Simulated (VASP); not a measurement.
# Ta2C3 (P-3m1) in VASP: notebook

Runs on Ta2C3. Level: PBE. Tasks: single point, relaxation of cell and atoms.

All numbers are computed with VASP 6.6.1; they aren't measurements. Logs are shortened: lines on timing, memory, paths and dates and some standing lists are left out, and cuts for length are marked.

## (1) The cell of the first run

Symmetry: P-3m1, No. 164, trigonal system. The conventional cell has a = 3.025 Å, b = 3.025 Å, c = 6.441 Å, α = 90.00°, β = 90.00°, γ = 120.00°. Within 2.9 Å of Ta (site symmetry 3m) lie 7 C at 2.17 to 2.36 Å. C (site symmetry -3m) has 6 Ta at 2.20 Å within 2.9 Å. Within 2.4 Å of C (site symmetry 3m) lie 3 C at 1.84 Å and 4 Ta at 2.17 to 2.36 Å.

## (2) Single point, PBE

File INCAR:

```
SYSTEM = Ta2C3
ALGO = Normal ; EDIFF = 1E-6
ENCUT = 600 ; GGA = PE
GGA_COMPAT = .FALSE. ; ISIF = 2
ISMEAR = 0 ; LASPH = .TRUE.
LCHARG = .FALSE. ; LREAL = .FALSE.
LWAVE = .FALSE. ; NBANDS = 27
NELM = 120 ; PREC = Accurate
SIGMA = 0.1
```

File KPOINTS:

```
k-points
0
G
  12 12 6
  0 0 0
```

File POSCAR:

```
Ta2C3
1.0
    3.0250637760      0.0000000000      0.0000000000
   -1.5125318880      2.6197820781      0.0000000000
    0.0000000000      0.0000000000      6.4414230442
Ta C
2 3
Direct
    0.3333333333      0.6666666667      0.2083520802
    0.6666666667      0.3333333333      0.7916479198
    0.0000000000      0.0000000000      0.0000000000
    0.3333333333      0.6666666667      0.5453293478
    0.6666666667      0.3333333333      0.4546706522
```

Potentials or basis: VASP PAW PBE potentials, release 64 (Ta_sv_GW, C).

Command:

```
> cat potpaw_PBE.64/Ta_sv_GW/POTCAR potpaw_PBE.64/C/POTCAR > POTCAR
> mpirun -np 1 vasp_std > vasp.out
```

OUTCAR:

```text
SYSTEM = Ta2C3
   EDIFF = 1E-6
   ENCUT = 600
   GGA = PE
   ISIF = 2
   ISMEAR = 0
   LASPH = .TRUE.
   LREAL = .FALSE.
   NELM = 120
   PREC = Accurate

 ion  position               nearest neighbor table
   1  0.333  0.667  0.208-   4 2.17   3 2.20   3 2.20   3 2.20   5 2.36   5 2.36   5 2.36   2 3.20
                             2 3.20   2 3.20
   2  0.667  0.333  0.792-   5 2.17   3 2.20   3 2.20   3 2.20   4 2.36   4 2.36   4 2.36   1 3.20
                             1 3.20   1 3.20
   3  0.000  0.000  0.000-   1 2.20   2 2.20   2 2.20   1 2.20   2 2.20   1 2.20
   4  0.333  0.667  0.545-   5 1.84   5 1.84   5 1.84   1 2.17   2 2.36   2 2.36   2 2.36
   5  0.667  0.333  0.455-   4 1.84   4 1.84   4 1.84   2 2.17   1 2.36   1 2.36   1 2.36

  LATTYP: Found a hexagonal cell.
 ALAT       =     3.0250637760
 C/A-ratio  =     2.1293511546

  Lattice vectors:

 A1 = (   3.0250637760,   0.0000000000,   0.0000000000)
 A2 = (  -1.5125318880,   2.6197820781,   0.0000000000)
 A3 = (   0.0000000000,   0.0000000000,   6.4414230442)

Analysis of symmetry for initial positions (statically):
=====================================================================
 Subroutine PRICEL returns:
 Original cell was already a primitive cell.

 Routine SETGRP: Setting up the symmetry group for a
 hexagonal supercell.

 Subroutine GETGRP returns: Found 12 space group operations
 (whereof 12 operations were pure point group operations)
 out of a pool of 24 trial point group operations.

The static configuration has the point symmetry D_3d.

Analysis of symmetry for dynamics (positions and initial velocities):
=====================================================================
 Subroutine PRICEL returns:
 Original cell was already a primitive cell.

 Routine SETGRP: Setting up the symmetry group for a
 hexagonal supercell.

 Subroutine GETGRP returns: Found 12 space group operations
 (whereof 12 operations were pure point group operations)
 out of a pool of 24 trial point group operations.

The dynamic configuration has the point symmetry D_3d.

 Subroutine INISYM returns: Found 12 space group operations
 (whereof 12 operations are pure point group operations),
 and found     1 'primitive' translations

----------------------------------------------------------------------------------------

                                     Primitive cell

  volume of cell :      51.0483

  direct lattice vectors                    reciprocal lattice vectors
     3.025063776  0.000000000  0.000000000     0.330571543  0.190855569  0.000000000
    -1.512531888  2.619782078  0.000000000     0.000000000  0.381711139  0.000000000
     0.000000000  0.000000000  6.441423044     0.000000000  0.000000000  0.155245199

  length of vectors
     3.025063776  3.025063776  6.441423044     0.381711139  0.381711139  0.155245199

  position of ions in fractional coordinates (direct lattice)
     0.333333333  0.666666667  0.208352080
     0.666666667  0.333333333  0.791647920
     0.000000000  0.000000000  0.000000000
     0.333333333  0.666666667  0.545329348
     0.666666667  0.333333333  0.454670652

  ion indices of the primitive-cell ions
   primitive index   ion index
                 1           1
                 2           2
                 3           3
                 4           4
                 5           5

----------------------------------------------------------------------------------------

 KPOINTS: k-points

Automatic generation of k-mesh.
 Grid dimensions read from file:
 generate k-points for:   12   12    6

 Generating k-lattice:

  Cartesian coordinates                     Fractional coordinates (reciprocal lattice)
     0.027547629  0.015904631  0.000000000     0.083333333  0.000000000  0.000000000
     0.000000000  0.031809262  0.000000000     0.000000000  0.083333333  0.000000000
     0.000000000  0.000000000  0.025874200     0.000000000  0.000000000  0.166666667

  Length of vectors
     0.031809262  0.031809262  0.025874200

  Shift w.r.t. Gamma in fractional coordinates (k-lattice)
     0.000000000  0.000000000  0.000000000

 Subroutine IBZKPT returns following result:
 ===========================================

 Found    100 irreducible k-points:

 Following reciprocal coordinates:
            Coordinates               Weight
  0.000000  0.000000  0.000000      1.000000
  0.083333  0.000000  0.000000      6.000000
  0.166667  0.000000  0.000000      6.000000
  0.250000  0.000000  0.000000      6.000000
  0.333333  0.000000  0.000000      6.000000
  0.416667  0.000000  0.000000      6.000000
[... 16 lines left out ...]
  0.166667  0.000000  0.166667      6.000000
  0.000000  0.166667  0.166667      6.000000
 [... further k-points ...]
   k-points           NKPTS =    100   k-points in BZ     NKDIM =    100   number of bands    NBANDS=     27
   number of dos      NEDOS =    301   number of ions     NIONS =      5
   total plane-waves  NPLWV =  31104
   dimension x,y,z NGX =    24 NGY =   24 NGZ =   54
   dimension x,y,z NGXF=    48 NGYF=   48 NGZF=  108
   ions per type =               2   3
   NGX,Y,Z   is equivalent  to a cutoff of  13.19, 13.19, 13.94 a.u.
   NGXF,Y,Z  is equivalent  to a cutoff of  26.38, 26.38, 27.87 a.u.
 SYSTEM =  Ta2C3
   PREC   = accura    normal or accurate (medium, high low for compatibility)
   ISTART =      0    job   : 0-new  1-cont  2-samecut
   ICHARG =      2    charge: 1-file 2-atom 10-const
   ISPIN  =      1    spin polarized calculation?
   LNONCOLLINEAR =      F non collinear calculations
   LSORBIT =      F    spin-orbit coupling
   LASPH  =      T    aspherical Exc in radial PAW
   ENCUT  =  600.0 eV  44.10 Ry    6.64 a.u.   6.04  6.04 12.87*2*pi/ulx,y,z
   NELM   =    120;   NELMIN=  2; NELMDL= -5     # of ELM steps
   EDIFF  = 0.1E-05   stopping-criterion for ELM
   LREAL  =      F    real-space projection
   EDIFFG = 0.1E-04   stopping-criterion for IOM
   NSW    =      0    number of steps for IOM
   IBRION =     -1    ionic relax: 0-MD 1-quasi-New 2-CG
   NFREE  =      0    steps in history (QN), initial steepest desc. (CG)
   ISIF   =      2    stress and relaxation
   ISYM   =      2    0-nonsym 1-usesym 2-fastsym
   POTIM  = 0.5000    time-step for ionic-motion
   TEBEG  =    0.0;   TEEND  =   0.0 temperature during run
   PSTRESS=    0.0 pullay stress
   NELECT =      38.0000    total number of electrons
   NUPDOWN=      -1.0000    fix difference up-down
   EMIN   =  10.00;   EMAX   =-10.00  energy-range for DOS
   EFERMI =   0.00;   METHOD = LEGACY
   ISMEAR =     0;   SIGMA  =   0.10  broadening in eV -4-tet -1-fermi 0-gaus
   EFERMI_NEDOS =   21; number of points for ismear=-14 and -15
   IALGO  =     38    algorithm
   IMIX   =      4    mixing-type and parameters
     AMIX     =   0.40;   BMIX     =  1.00
     AMIX_MAG =   1.60;   BMIX_MAG =  1.00
  volume/ion in A,a.u.               =      10.21        68.90
  Fermi-wavevector in a.u.,A,eV,Ry     =   1.483687  2.803761 29.950859  2.201326
  Thomas-Fermi vector in A             =   2.597317
   LORBIT       =      0    0 simple, 1 ext, 2 COOP (PROOUT), +10 PAW based schemes
   GGA     = PE    functional components
   LHFCALC =     F    Hartree Fock is set to
   AEXX    =    0.0000 exact exchange contribution
   IVDW    =     0    specifies the selected vdW correction
   LEPSILON=     F    determine dielectric tensor
   LRPA    =     F    only Hartree local field effects (RPA)
 non-spin polarized calculation
 Gauss-broadening in eV      SIGMA  =   0.10
  energy-cutoff  :      600.00
  volume of cell :       51.05
 maximum number of plane-waves:      1746
   NGX = 13   NGY = 13   NGZ = 25

 number of electron      38.0000000 magnetization

 Free energy of the ion-electron system (eV)
  ---------------------------------------------------
  ext. energy  EPLUGINS =         0.00000000
  ---------------------------------------------------
  free energy    TOTEN  =       -54.97564727 eV

  energy without entropy =      -54.96957542  energy(sigma->0) =      -54.97261134

 E-fermi :  11.9567     XC(G=0): -13.3923

 val. band max:       11.9497443141   @ k =   0.2500   0.0000   0.0000
 cond. band min:      11.9629323558   @ k =  -0.0833   0.2500   0.3333
 fundamental gap:      0.0131880417
 Fermi energy:        11.9567130574

 k-point     1 :       0.0000    0.0000    0.0000
  band No.  band energies     occupation
      1     -56.5155      2.00000
      2     -56.4961      2.00000
      3     -23.4074      2.00000
      4     -23.0118      2.00000
      5     -22.6939      2.00000
      6     -22.6939      2.00000
[... 19 lines left out ...]
     26      15.5035      0.00000
     27      15.5035      0.00000

 k-point     2 :       0.0833    0.0000    0.0000
  band No.  band energies     occupation
      1     -56.5118      2.00000
      2     -56.4928      2.00000
      3     -23.3926      2.00000
      4     -23.0094      2.00000
      5     -22.7472      2.00000
      6     -22.7183      2.00000
[... 19 lines left out ...]
     26      15.4085      0.00000
     27      15.6133      0.00000

 k-point     3 :       0.1667    0.0000    0.0000
  band No.  band energies     occupation
      1     -56.5015      2.00000
      2     -56.4842      2.00000
      3     -23.3522      2.00000
      4     -23.0096      2.00000
      5     -22.8854      2.00000
      6     -22.8572      2.00000
[... 19 lines left out ...]
     26      15.7577      0.00000
     27      16.0311      0.00000

 k-point     4 :       0.2500    0.0000    0.0000
  band No.  band energies     occupation
      1     -56.4871      2.00000
      2     -56.4725      2.00000
      3     -23.3002      2.00000
      4     -23.1085      2.00000
      5     -23.0396      2.00000
      6     -22.9686      2.00000
[... 19 lines left out ...]
     26      16.2532      0.00000
     27      16.8717      0.00000

 k-point     5 :       0.3333    0.0000    0.0000
  band No.  band energies     occupation
      1     -56.4725      2.00000
      2     -56.4612      2.00000
      3     -23.3172      2.00000
      4     -23.2673      2.00000
      5     -23.1592      2.00000
      6     -22.9740      2.00000
[... 19 lines left out ...]
     26      17.4091      0.00000
     27      17.8295      0.00000

 k-point     6 :       0.4167    0.0000    0.0000
  band No.  band energies     occupation
      1     -56.4613      2.00000
      2     -56.4533      2.00000
      3     -23.4378      2.00000
      4     -23.3780      2.00000
      5     -23.1343      2.00000
      6     -22.9808      2.00000
[... 444 lines left out ...]
      1     -56.5116      2.00000
      2     -56.4930      2.00000
      3     -23.3811      2.00000
      4     -23.0223      2.00000
      5     -22.7462      2.00000
      6     -22.7189      2.00000
[... 19 lines left out ...]
     26      15.3874      0.00000
     27      16.0837      0.00000

 k-point    22 :       0.0000    0.0833    0.1667
  band No.  band energies     occupation
      1     -56.5116      2.00000
      2     -56.4929      2.00000
      3     -23.3811      2.00000
      4     -23.0222      2.00000
      5     -22.7468      2.00000
      6     -22.7184      2.00000
[... 19 lines left out ...]
     26      15.7408      0.00000
     27      15.7793      0.00000

 k-point    23 :       0.1667    0.0000    0.1667
  band No.  band energies     occupation
      1     -56.5013      2.00000
      2     -56.4843      2.00000
      3     -23.3421      2.00000
      4     -23.0224      2.00000
      5     -22.8831      2.00000
      6     -22.8577      2.00000
[... 19 lines left out ...]
     26      15.7575      0.00000
     27      16.5326      0.00000

 k-point    24 :       0.0000    0.1667    0.1667
  band No.  band energies     occupation
      1     -56.5014      2.00000
      2     -56.4843      2.00000
      3     -23.3424      2.00000
      4     -23.0207      2.00000
      5     -22.8861      2.00000
      6     -22.8560      2.00000
[... 19 lines left out ...]
     26      15.7885      0.00000
     27      16.1388      0.00000

 [... further k-points ...]
[... 5 lines left out ...]
  --------------------------------------------------------------------------------------
  -------------------------------------------------------------------------------------
  Total        0.0018122      0.0018122      0.0863258      0.0000000      0.0000000      0.0000000
  in kB        0.0568777      0.0568777      2.7093786      0.0000000      0.0000000      0.0000000
  external PRESSURE =       0.9410447 kB  Pullay stress =       0.0000000 kB

 VOLUME and BASIS-vectors are now :
 -----------------------------------------------------------------------------
  energy-cutoff  :      600.00
  volume of cell :       51.05
      direct lattice vectors                 reciprocal lattice vectors
     3.025063776  0.000000000  0.000000000     0.330571543  0.190855569  0.000000000
    -1.512531888  2.619782078  0.000000000     0.000000000  0.381711139  0.000000000
     0.000000000  0.000000000  6.441423044     0.000000000  0.000000000  0.155245199

 POSITION                                       TOTAL-FORCE (eV/Angst)
 -----------------------------------------------------------------------------------
     -0.00000      1.74652      1.34208         0.000000     -0.000000     -0.010795
      1.51253      0.87326      5.09934        -0.000000      0.000000      0.010795
      0.00000      0.00000      0.00000         0.000000      0.000000      0.000000
     -0.00000      1.74652      3.51270         0.000000     -0.000000      0.005734
      1.51253      0.87326      2.92873         0.000000      0.000000     -0.005734
 -----------------------------------------------------------------------------------
    total drift:                                0.000000     -0.000000      0.000000

  FREE ENERGIE OF THE ION-ELECTRON SYSTEM (eV)
  ---------------------------------------------------
  free  energy   TOTEN  =       -54.9756472707 eV

  energy  without entropy=      -54.9695754180  energy(sigma->0) =      -54.97261134
```

Wall time 2.9 min (1 thread of Intel Xeon Platinum 8488C (Sapphire Rapids), shared host); peak memory 0.29 GiB.

Results:

```yaml
Free_energy: -54.9756 eV
Pressure: 0.1 GPa
Largest_force: 0.011 eV/Å
Band_gap_on_the_k_mesh: zero (bands 19 and 20 overlap by 2.48 eV)
```

Forces in eV/Å, atoms in the order of the input:
```
Ta   0.000  0.000 -0.011
Ta   0.000  0.000  0.011
C    0.000  0.000  0.000
C    0.000  0.000  0.006
C    0.000  0.000 -0.006
```

Caveat: spin-orbit coupling is left out, which moves the levels of the heavy elements.

(Continued in part 2 of 3.)

The gap in the log of VASP goes by the Fermi energy; the results here count the filled bands.